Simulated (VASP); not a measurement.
Here is a VASP 6.6.1 calculation.

The input INCAR:

```
ALGO = Normal ; EDIFF = 1E-6
ENCUT = 840 ; GGA_COMPAT = False
ISIF = 2 ; ISMEAR = 0
LASPH = True ; LCHARG = True
LELF = True ; LREAL = False
LVHAR = True ; LWAVE = False
NBANDS = 15 ; NELM = 120
PREC = Accurate ; SIGMA = 0.02
```

The input KPOINTS:

```
k-points
0
Gamma
  8 8 8
```

POSCAR

```
MgO
1.0
    0.0000000000      2.0803529509      2.0803529509
    2.0803529509      0.0000000000      2.0803529509
    2.0803529509      2.0803529509      0.0000000000
Mg O
1 1
Direct
    0.0000000000      0.0000000000      0.0000000000
    0.5000000000      0.5000000000      0.5000000000
```

Potentials or basis: VASP PAW LDA potentials, release 64 (Mg_sv, O).

The run is started by

```sh
$ cat potpaw_LDA.64/Mg_sv/POTCAR potpaw_LDA.64/O/POTCAR > POTCAR
$ mpirun -np 1 vasp_std > vasp.out
```

**Question.** Estimate the pressure.

**Answer.** 0.4 GPa.

**Question.** Estimate the band gap on the k mesh.

**Answer.** 5.03 eV.

**Measured values to compare with.**

“Electronic structure of alkaline earth and post-transition metal oxides”, 2009, arxiv:0908.1581 quotes, for a bulk crystal of MgO: band gap 7.83 eV.

Measured gap of MgO: 7.83 eV (quoted in “Electronic structure of alkaline earth and post-transition metal oxides”, 2009, arxiv:0908.1581). This calculation gives 5.03 eV (-2.80 eV). The value is that of LDA, without temperature or zero-point motion. Semilocal functionals fall short of measured gaps as a rule.
